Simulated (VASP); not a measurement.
# BaHf3H2 (I4/mmm) in VASP: further runs

BaHf3H2 is run at these levels: PBE; tasks: single point, relaxation of cell and atoms.

Program: VASP 6.6.1. These are calculated values, not measurements. Logs are shortened: lines on timing, memory, paths and dates and some standing lists are left out, and cuts for length are marked.

## 1. The cell of the first run

The structure is tetragonal, space group I4/mmm (No. 139). The conventional cell has a = 4.927 Å, b = 4.927 Å, c = 8.875 Å, α = 90.00°, β = 90.00°, γ = 90.00°. Ba (site symmetry 4/mmm) has 4 H at 2.46 Å and 12 Hf at 3.32 to 3.48 Å within 3.5 Å. Hf (site symmetry -4m2) has 2 H at 2.22 Å within 2.9 Å. Hf (site symmetry 4/mmm) has 4 H at 2.46 Å and 8 Hf at 3.32 Å and 4 Ba at 3.48 Å within 3.5 Å. Within 2.9 Å of H (site symmetry mmm) lie 4 Hf at 2.22 to 2.46 Å and 2 Ba at 2.46 Å.

The cell was generated, and may not be a known phase.

## 2. Single point, PBE

Input file INCAR:

```
SYSTEM = BaHf3H2
PREC     = Accurate       ! precision mode
ENCUT    = 520            ! plane-wave cutoff, eV
EDIFF    = 1E-7           ! SCF threshold, eV
ISMEAR   = 0              ! smearing method
SIGMA    = 0.1            ! smearing width, eV
LREAL    = .FALSE.        ! projectors in reciprocal space
LASPH    = .TRUE.         ! aspherical terms in the spheres
NELM     = 100            ! most SCF steps
ALGO     = Normal         ! electronic algorithm
ISIF     = 2              ! what is computed and relaxed
LWAVE    = .FALSE.        ! write WAVECAR
LCHARG   = .FALSE.        ! write CHGCAR
GGA      = PE             ! functional
NBANDS   = 30             ! bands
```

Input file KPOINTS:

```
Automatic mesh
0
G
  6 6 6
  0 0 0
```

Input file POSCAR:

```
BaHf3H2
1.0
   -2.4634366822      2.4634366822      4.4376806149
    2.4634366822     -2.4634366822      4.4376806149
    2.4634366822      2.4634366822     -4.4376806149
Ba Hf H
1 3 2
Direct
    0.0000000000      0.0000000000      0.0000000000
    0.7500000000      0.2500000000      0.5000000000
    0.2500000000      0.7500000000      0.5000000000
    0.5000000000      0.5000000000      0.0000000000
    0.5000000000      0.0000000000      0.5000000000
    0.0000000000      0.5000000000      0.5000000000
```

Potentials or basis: VASP PAW PBE potentials, release 64 (Ba_sv, Hf_pv, H).

Launch:

```console
> cat potpaw_PBE.64/Ba_sv/POTCAR potpaw_PBE.64/Hf_pv/POTCAR potpaw_PBE.64/H/POTCAR > POTCAR
> mpirun -np 1 vasp_std > vasp.out
```

OUTCAR:

```text
SYSTEM = BaHf3H2
   PREC = Accurate
   ENCUT = 520
   EDIFF = 1E-7
   ISMEAR = 0
   LREAL = .FALSE.
   LASPH = .TRUE.
   NELM = 100
   ISIF = 2
   GGA = PE

 ion  position               nearest neighbor table
   1  0.000  0.000  0.000-   5 2.46   6 2.46   6 2.46   5 2.46   2 3.32   3 3.32   2 3.32   3 3.32
                             2 3.32   2 3.32   3 3.32   3 3.32   4 3.48   4 3.48   4 3.48   4 3.48
   2  0.750  0.250  0.500-   5 2.22   6 2.22   1 3.32   4 3.32   1 3.32   4 3.32   4 3.32   1 3.32
                             4 3.32   1 3.32   3 3.48   3 3.48   3 3.48   3 3.48
   3  0.250  0.750  0.500-   5 2.22   6 2.22   1 3.32   4 3.32   1 3.32   4 3.32   1 3.32   4 3.32
                             1 3.32   4 3.32   2 3.48   2 3.48   2 3.48   2 3.48
   4  0.500  0.500  0.000-   2 3.32   3 3.32   2 3.32   3 3.32   3 3.32   2 3.32   3 3.32   2 3.32
                             1 3.48   1 3.48   1 3.48   1 3.48
   5  0.500  0.000  0.500-   2 2.22   3 2.22   1 2.46   1 2.46
   6  0.000  0.500  0.500-   2 2.22   3 2.22   1 2.46   1 2.46

  LATTYP: Found a body centered tetragonal cell.
 ALAT       =     4.9268733644
 C/A-ratio  =     1.8014185820

  Lattice vectors:

 A1 = (  -2.4634366822,   2.4634366822,   4.4376806149)
 A2 = (   2.4634366822,  -2.4634366822,   4.4376806149)
 A3 = (   2.4634366822,   2.4634366822,  -4.4376806149)

Analysis of symmetry for initial positions (statically):
=====================================================================
 Subroutine PRICEL returns:
 Original cell was already a primitive cell.

 Routine SETGRP: Setting up the symmetry group for a
 body centered tetragonal supercell.

 Subroutine GETGRP returns: Found 16 space group operations
 (whereof 16 operations were pure point group operations)
 out of a pool of 16 trial point group operations.

The static configuration has the point symmetry D_4h.

Analysis of symmetry for dynamics (positions and initial velocities):
=====================================================================
 Subroutine PRICEL returns:
 Original cell was already a primitive cell.

 Routine SETGRP: Setting up the symmetry group for a
 body centered tetragonal supercell.

 Subroutine GETGRP returns: Found 16 space group operations
 (whereof 16 operations were pure point group operations)
 out of a pool of 16 trial point group operations.

The dynamic configuration has the point symmetry D_4h.

 Subroutine INISYM returns: Found 16 space group operations
 (whereof 16 operations are pure point group operations),
 and found     1 'primitive' translations

----------------------------------------------------------------------------------------

                                     Primitive cell

  volume of cell :     107.7206

  direct lattice vectors                    reciprocal lattice vectors
    -2.463436682  2.463436682  4.437680615     0.000000000  0.202968480  0.112671470
     2.463436682 -2.463436682  4.437680615     0.202968480  0.000000000  0.112671470
     2.463436682  2.463436682 -4.437680615     0.202968480  0.202968480  0.000000000

  length of vectors
     5.641812636  5.641812636  5.641812636     0.232144490  0.232144490  0.287040778

  position of ions in fractional coordinates (direct lattice)
     0.000000000  0.000000000  0.000000000
     0.750000000  0.250000000  0.500000000
     0.250000000  0.750000000  0.500000000
     0.500000000  0.500000000  0.000000000
     0.500000000  0.000000000  0.500000000
     0.000000000  0.500000000  0.500000000

  ion indices of the primitive-cell ions
   primitive index   ion index
                 1           1
                 2           2
                 3           3
                 4           4
                 5           5
                 6           6

----------------------------------------------------------------------------------------

 KPOINTS: Automatic mesh

Automatic generation of k-mesh.
 Grid dimensions read from file:
 generate k-points for:    6    6    6

 Generating k-lattice:

  Cartesian coordinates                     Fractional coordinates (reciprocal lattice)
     0.000000000  0.033828080  0.018778578     0.166666667  0.000000000 -0.000000000
     0.033828080  0.000000000  0.018778578     0.000000000  0.166666667 -0.000000000
     0.033828080  0.033828080  0.000000000     0.000000000  0.000000000  0.166666667

  Length of vectors
     0.038690748  0.038690748  0.047840130

  Shift w.r.t. Gamma in fractional coordinates (k-lattice)
     0.000000000  0.000000000  0.000000000

 Subroutine IBZKPT returns following result:
 ===========================================

 Found     30 irreducible k-points:

 Following reciprocal coordinates:
            Coordinates               Weight
  0.000000  0.000000  0.000000      1.000000
  0.166667  0.000000  0.000000      8.000000
  0.333333 -0.000000  0.000000      8.000000
  0.500000  0.000000  0.000000      4.000000
  0.166667  0.166667  0.000000      8.000000
  0.333333  0.166667  0.000000     16.000000
[... 16 lines left out ...]
 -0.333333 -0.333333  0.166667      8.000000
 -0.166667 -0.333333  0.166667      8.000000
 [... further k-points ...]
   k-points           NKPTS =     30   k-points in BZ     NKDIM =     30   number of bands    NBANDS=     30
   number of dos      NEDOS =    301   number of ions     NIONS =      6
   total plane-waves  NPLWV =  74088
   dimension x,y,z NGX =    42 NGY =   42 NGZ =   42
   dimension x,y,z NGXF=    84 NGYF=   84 NGZF=   84
   ions per type =               1   3   2
   NGX,Y,Z   is equivalent  to a cutoff of  12.38, 12.38, 12.38 a.u.
   NGXF,Y,Z  is equivalent  to a cutoff of  24.75, 24.75, 24.75 a.u.
 SYSTEM =  BaHf3H2
   PREC   = accura    normal or accurate (medium, high low for compatibility)
   ISTART =      0    job   : 0-new  1-cont  2-samecut
   ICHARG =      2    charge: 1-file 2-atom 10-const
   ISPIN  =      1    spin polarized calculation?
   LNONCOLLINEAR =      F non collinear calculations
   LSORBIT =      F    spin-orbit coupling
   LASPH  =      T    aspherical Exc in radial PAW
   ENCUT  =  520.0 eV  38.22 Ry    6.18 a.u.  10.49 10.49 10.49*2*pi/ulx,y,z
   NELM   =    100;   NELMIN=  2; NELMDL= -5     # of ELM steps
   EDIFF  = 0.1E-06   stopping-criterion for ELM
   LREAL  =      F    real-space projection
   EDIFFG = 0.1E-05   stopping-criterion for IOM
   NSW    =      0    number of steps for IOM
   IBRION =     -1    ionic relax: 0-MD 1-quasi-New 2-CG
   NFREE  =      0    steps in history (QN), initial steepest desc. (CG)
   ISIF   =      2    stress and relaxation
   ISYM   =      2    0-nonsym 1-usesym 2-fastsym
   POTIM  = 0.5000    time-step for ionic-motion
   TEBEG  =    0.0;   TEEND  =   0.0 temperature during run
   PSTRESS=    0.0 pullay stress
   NELECT =      42.0000    total number of electrons
   NUPDOWN=      -1.0000    fix difference up-down
   EMIN   =  10.00;   EMAX   =-10.00  energy-range for DOS
   EFERMI =   0.00;   METHOD = LEGACY
   ISMEAR =     0;   SIGMA  =   0.10  broadening in eV -4-tet -1-fermi 0-gaus
   EFERMI_NEDOS =   21; number of points for ismear=-14 and -15
   IALGO  =     38    algorithm
   IMIX   =      4    mixing-type and parameters
     AMIX     =   0.40;   BMIX     =  1.00
     AMIX_MAG =   1.60;   BMIX_MAG =  1.00
  volume/ion in A,a.u.               =      17.95       121.16
  Fermi-wavevector in a.u.,A,eV,Ry     =   1.195983  2.260080 19.461436  1.430375
  Thomas-Fermi vector in A             =   2.331935
   LORBIT       =      0    0 simple, 1 ext, 2 COOP (PROOUT), +10 PAW based schemes
   GGA     = PE    functional components
   LHFCALC =     F    Hartree Fock is set to
   AEXX    =    0.0000 exact exchange contribution
   IVDW    =     0    specifies the selected vdW correction
   LEPSILON=     F    determine dielectric tensor
   LRPA    =     F    only Hartree local field effects (RPA)
 non-spin polarized calculation
 Gauss-broadening in eV      SIGMA  =   0.10
  energy-cutoff  :      520.00
  volume of cell :      107.72
 maximum number of plane-waves:      2913
 NGX is ok and might be reduce to    42
   NGX = 21   NGY = 21   NGZ = 21

 number of electron      41.9999998 magnetization

 Free energy of the ion-electron system (eV)
  ---------------------------------------------------
  ext. energy  EPLUGINS =         0.00000000
  ---------------------------------------------------
  free energy    TOTEN  =       -36.73934838 eV

  energy without entropy =      -36.71464389  energy(sigma->0) =      -36.72699614

 E-fermi :   4.5196     XC(G=0): -10.7611

 val. band max:        4.4861361475   @ k =  -0.3333  -0.3333   0.1667
 cond. band min:       4.5355057454   @ k =  -0.3333   0.5000   0.1667
 fundamental gap:      0.0493695979
 Fermi energy:         4.5196208066

 k-point     1 :       0.0000    0.0000    0.0000
  band No.  band energies     occupation
      1     -26.7595      2.00000
      2     -26.7027      2.00000
      3     -26.6167      2.00000
      4     -26.6167      2.00000
      5     -26.5856      2.00000
      6     -26.5856      2.00000
[... 22 lines left out ...]
     29       8.4596      0.00000
     30       8.8979      0.00000

 k-point     2 :       0.1667    0.0000    0.0000
  band No.  band energies     occupation
      1     -26.7547      2.00000
      2     -26.7253      2.00000
      3     -26.6309      2.00000
      4     -26.6080      2.00000
      5     -26.5643      2.00000
      6     -26.5624      2.00000
[... 22 lines left out ...]
     29       7.9157      0.00000
     30       8.6674      0.00000

 k-point     3 :       0.3333   -0.0000    0.0000
  band No.  band energies     occupation
      1     -26.7732      2.00000
      2     -26.7224      2.00000
      3     -26.6450      2.00000
      4     -26.5933      2.00000
      5     -26.5327      2.00000
      6     -26.5259      2.00000
[... 682 lines left out ...]
     29       7.7149      0.00000
     30       8.2279      0.00000

 k-point    24 :      -0.1667   -0.3333    0.1667
  band No.  band energies     occupation
      1     -26.7639      2.00000
      2     -26.7079      2.00000
      3     -26.6671      2.00000
      4     -26.6429      2.00000
      5     -26.5198      2.00000
      6     -26.5193      2.00000
[... 22 lines left out ...]
     29       8.0054      0.00000
     30       8.2041      0.00000

 [... further k-points ...]
[... 5 lines left out ...]
  --------------------------------------------------------------------------------------
  -------------------------------------------------------------------------------------
  Total        0.2900758      0.2900758      0.3882185      0.0000000     -0.0000000      0.0000000
  in kB        4.3144275      4.3144275      5.7741481      0.0000000     -0.0000000      0.0000000
  external PRESSURE =       4.8010010 kB  Pullay stress =       0.0000000 kB

 VOLUME and BASIS-vectors are now :
 -----------------------------------------------------------------------------
  energy-cutoff  :      520.00
  volume of cell :      107.72
      direct lattice vectors                 reciprocal lattice vectors
    -2.463436682  2.463436682  4.437680615     0.000000000  0.202968480  0.112671470
     2.463436682 -2.463436682  4.437680615     0.202968480  0.000000000  0.112671470
     2.463436682  2.463436682 -4.437680615     0.202968480  0.202968480  0.000000000

 POSITION                                       TOTAL-FORCE (eV/Angst)
 -----------------------------------------------------------------------------------
      0.00000      0.00000      0.00000        -0.000000      0.000000      0.000000
     -0.00000      2.46344      2.21884         0.000000     -0.000000     -0.000000
      2.46344     -0.00000      2.21884        -0.000000      0.000000     -0.000000
      0.00000      0.00000      4.43768        -0.000000      0.000000      0.000000
      0.00000      2.46344      0.00000        -0.000000      0.000000      0.000000
      2.46344      0.00000      0.00000        -0.000000      0.000000      0.000000
 -----------------------------------------------------------------------------------
    total drift:                               -0.000000      0.000000      0.000000

  FREE ENERGIE OF THE ION-ELECTRON SYSTEM (eV)
  ---------------------------------------------------
  free  energy   TOTEN  =       -36.7393483783 eV

  energy  without entropy=      -36.7146438938  energy(sigma->0) =      -36.72699614
```

Wall time 3.7 min (1 thread of Oxide Virtual Turin-like, shared host); peak memory 0.27 GiB.

What came out:

| Property | Result |
| --- | --- |
| Free energy | -36.7393 eV |
| Pressure | 0.5 GPa |
| Band gap on the k mesh | zero (bands 21 and 22 overlap by 0.92 eV) |

Caveat: spin-orbit coupling is left out, which moves the levels of the heavy elements.

## 3. Relaxation of cell and atoms, PBE

This run uses another cell than the first one, of 20.87 Å³/atom.

Input file INCAR:

```
SYSTEM = BaHf3H2
ALGO = Normal ; EDIFF = 1E-7
EDIFFG = -0.04 ; ENCUT = 600
GGA = PE ; IBRION = 2
ISIF = 3 ; ISMEAR = 0
LASPH = .True. ; LCHARG = .False.
LREAL = .False. ; LWAVE = .False.
NELM = 100 ; NSW = 90
PREC = Accurate ; SIGMA = 0.1
```

Input file KPOINTS:

```
k-points
0
Gamma
  4 4 4
  0 0 0
```

Edit POSCAR of step 2 so:

```diff
@@ -2,5 +2,5 @@
 1.0
-   -2.4634366822      2.4634366822      4.4376806149
-    2.4634366822     -2.4634366822      4.4376806149
-    2.4634366822      2.4634366822     -4.4376806149
+   -2.9890902400      2.9890902400      3.5042968900
+    2.9890902400     -2.9890902400      3.5042968900
+    2.9890902400      2.9890902400     -3.5042968900
 Ba Hf H
```

Potentials or basis: VASP PAW PBE potentials, release 64 (Ba_sv, Hf_pv, H).

Launch:

```console
> cat potpaw_PBE.64/Ba_sv/POTCAR potpaw_PBE.64/Hf_pv/POTCAR potpaw_PBE.64/H/POTCAR > POTCAR
> mpirun -np 1 vasp_std > vasp.out
```

It took 20 min on 1 thread of Oxide Virtual Turin-like, shared host; peak memory 0.34 GiB.

Results (log left out):

```
Free energy                           : -36.7471 eV
Relaxed volume                        : 18.09 Å³/atom
Relaxed cell                          : a = 5.665 Å, b = 5.665 Å, c = 5.665 Å, α = 128.41°, β = 128.41°, γ = 75.96°
Space group after relaxing (to 0.1 Å) : I4/mmm (No. 139)
Energy gained by relaxing             : 289.5 meV/atom
Ionic steps                           : 11
Pressure after relaxing               : 0.0 GPa
Band gap on the k mesh                : zero (bands 21 and 22 overlap by 1.14 eV)
```

Step by step:
| step | energy change (eV) | largest force (eV/Å) | pressure (GPa) | volume (Å³) |
| --- | --- | --- | --- | --- |
| 1 | 0.0000 | 0.0000 | 0.28 | 125.24 |
| 2 | -0.7933 | 0.0000 | -3.97 | 125.25 |
| 3 | -0.9872 | 0.0000 | -5.26 | 124.80 |
| 4 | -1.2755 | 0.0000 | -6.38 | 123.07 |
| 5 | -1.4917 | 0.0000 | -5.02 | 116.59 |
| 6 | -1.3877 | 0.0000 | -6.59 | 121.76 |
| 7 | -1.6434 | 0.0000 | 5.07 | 102.37 |
| 8 | -1.7329 | 0.0000 | 0.32 | 108.16 |
| 9 | -1.7327 | 0.0000 | 0.13 | 108.42 |
| 10 | -1.7352 | 0.0000 | 0.06 | 108.48 |
| 11 | -1.7368 | 0.0000 | -0.03 | 108.55 |

Final structure:
```
CELL_PARAMETERS angstrom
-2.46516 2.46516 4.46563
2.46516 -2.46516 4.46563
2.46516 2.46516 -4.46563
ATOMIC_POSITIONS crystal
Ba 0.00000 0.00000 0.00000
Hf 0.75000 0.25000 0.50000
Hf 0.25000 0.75000 0.50000
Hf 0.50000 0.50000 0.00000
H 0.50000 0.00000 0.50000
H 0.00000 0.50000 0.50000
```

Levels at points of the mesh, in eV from the Fermi level:
| k point | band 19 | band 20 | band 21 | band 22 | band 23 | band 24 |
| --- | --- | --- | --- | --- | --- | --- |
| (0.00, 0.00, 0.00) | -0.50 | -0.50 | 0.15 | 0.15 | 0.96 | 1.12 |
| (0.50, 0.00, 0.00) | -0.77 | -0.74 | -0.34 | -0.20 | 0.26 | 0.37 |
| (0.50, 0.50, 0.00) | -1.23 | -0.27 | -0.02 | 0.02 | 0.16 | 0.88 |
| (0.50, 0.50, 0.50) | -1.63 | -0.60 | -0.32 | 0.85 | 1.29 | 1.29 |

Caveat: spin-orbit coupling is left out, which moves the levels of the heavy elements.

(Continued in part 2 of 2.)

The gap in the log of VASP goes by the Fermi energy; the results here count the filled bands.